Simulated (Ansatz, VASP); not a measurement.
# Os: VASP beside Ansatz

The input POSCAR:

```
Os
1.0
    0.0850937500      1.9450000000      1.9450000000
    1.9450000000      0.0850937500      1.9450000000
    2.0300937500      2.0300937500      0.0000000000
Os
1
Direct
    0.0000000000      0.0000000000      0.0000000000
```

The input INCAR.step1:

```
SYSTEM = Os
ALGO = Normal
EDIFF = 1E-4
ENCUT = 520
GGA = PE
ISMEAR = 0
LASPH = .True.
LCHARG = .False.
LREAL = .False.
LWAVE = .True.
NBANDS = 10
NELM = 60
PREC = Accurate
SIGMA = 0.15
```

File INCAR.step2:

```
SYSTEM = Os
ALGO = Normal
EDIFF = 1E-7
ENCUT = 520
ISIF = 2
ISMEAR = 0
ISTART = 1
LASPH = .True.
LCHARG = .False.
LMIXTAU = .True.
LREAL = .False.
LWAVE = .False.
METAGGA = R2SCAN
NBANDS = 10
NELM = 60
PREC = Accurate
SIGMA = 0.15
```

File KPOINTS:

```
k-points
0
Gamma
  20 20 20
  0 0 0
```

Input for Ansatz:

```yaml
crystal:
  lattice:
    - [0.08509375, 1.945, 1.945]
    - [1.945, 0.08509375, 1.945]
    - [2.03009375, 2.03009375, 0.0]
  atoms:
    - { symbol: Os, position: [0.0, 0.0, 0.0] }
basis:
  ecutwfc: 500
kpoints:
  mp_grid: { grid: [20, 20, 20] }
hamiltonian:
  xc: r2scan
scf:
  occupations: { method: gaussian, width: 0.15 }
output:
  forces: true
  stress: true
  eigenvalues: true
```

Change from the starting cell: strain +0.0875 x Voigt [0, 0, 0, 0, 0, 1], atoms carried along.

Alike in both runs: task single point; functional r2SCAN; k mesh 20 × 20 × 20; occupations gaussian, width 0.15 eV; no spin polarisation.

|  | VASP | Ansatz |
| --- | --- | --- |
| version | VASP 6.6.1 | Ansatz 0.2.0 |
| potentials or method | VASP PAW PBE potentials, release 64 (Os), cutoff 520 eV | scalar-relativistic, plane waves, PAW |
| valence electrons in the cell | 8 | 16 |

Ansatz gave:

```
gap on the k mesh at the Fermi level (eV)                     : none
pressure (GPa)                                                : -13.3
traceless stress, the component that is largest in VASP (GPa) : -25.26
```

Problem. Estimate VASP's values.

Solution. gap on the k mesh at the Fermi level (eV): none; pressure (GPa): -12.7; traceless stress, the component that is largest in VASP (GPa): -25.12.

VASP's potentials were made for PBE, not for r2SCAN. A gap of «none» marks a metal or a gap that the smearing closes. VASP's potentials hold 8 valence electrons a cell and Ansatz's 16, so a difference there can come from the potentials and not from the codes.

Spin-orbit coupling is off throughout.
